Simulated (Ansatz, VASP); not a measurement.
**Tl: VASP beside Ansatz**

```xyz
2
Lattice="3.3869 0.0000 0.0000 -1.6934 2.9331 0.0000 0.0000 0.0000 5.5250" Properties=species:S:1:pos:R:3 pbc="T T T"
Tl    0.0000    1.9554    1.3813
Tl    1.6934    0.9777    4.1438
```

Change from the starting cell: equal xx and yy strain of -2 %.

Alike in both runs: task single point; functional LDA; k mesh 11 × 11 × 6; occupations fermi-dirac, width 0.05 eV; no spin polarisation.

|  | VASP | Ansatz |
| --- | --- | --- |
| version | VASP 6.6.1 | Ansatz 0.2.0 |
| potentials or method | VASP PAW LDA potentials, release 64 (Tl_d), cutoff 520 eV | all-electron LAPW, scalar-relativistic |

Ansatz gave:

- pressure (GPa): -0.4
- traceless stress, the component that is largest in VASP (GPa): -0.40

Question: Which values does VASP return?

Answer: Pressure (GPa): -0.3; traceless stress, the component that is largest in VASP (GPa): -0.37.

LDA's correlation is that of Perdew and Zunger in VASP and of Perdew and Wang (1992) in Ansatz. Ansatz ran all-electron here, and VASP with PAW potentials.

Neither program's run includes spin-orbit coupling.
